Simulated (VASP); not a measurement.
Nb:

```
Nb
1.0
    -1.66395    1.66395    1.66395
     1.66395   -1.66395    1.66395
     1.66395    1.66395   -1.66395
Nb
1
Cartesian
  0.0000 0.0000 0.0000
```

```yaml
Program: VASP 6.6.1
Task: relaxation of cell and atoms
Functional: PBEsol
Potentials_or_basis: VASP PAW PBE potentials, release 64 (Nb_sv)
Cutoff: 600 eV
k_mesh: 16 × 16 × 16
Occupations: methfessel-paxton, width 0.1 eV
Spin: no spin polarisation
```

At the start: pressure -8.9 GPa; volume 18.43 Å³/atom.

Problem. How do energy, volume and symmetry change on relaxing?

Solution. Over 4 steps the energy falls by 28.3 meV/atom and the volume is 17.46 Å³/atom (-5.2 %); space group Im-3m (No. 229, to 0.1 Å) before and after.

Step by step:
| step | energy change (eV) | largest force (eV/Å) | pressure (GPa) | volume (Å³) |
| --- | --- | --- | --- | --- |
| 1 | 0.0000 | 0.0000 | -8.94 | 18.43 |
| 2 | 0.0779 | 0.0000 | 22.46 | 15.82 |
| 3 | -0.0283 | 0.0000 | -0.38 | 17.49 |
| 4 | -0.0283 | 0.0000 | -0.05 | 17.46 |

Final structure:
```cif
data_structure
_symmetry_space_group_name_H-M 'P 1'
_symmetry_Int_Tables_number 1
_cell_length_a 2.8307
_cell_length_b 2.8307
_cell_length_c 2.8307
_cell_angle_alpha 109.471
_cell_angle_beta 109.471
_cell_angle_gamma 109.471
_cell_volume 17.46
loop_
_atom_site_label
_atom_site_type_symbol
_atom_site_fract_x
_atom_site_fract_y
_atom_site_fract_z
_atom_site_occupancy
Nb1 Nb 0.00000 0.00000 0.00000 1
```

Caveat: the PAW data sets were made with another functional, which shifts forces and pressure a little.
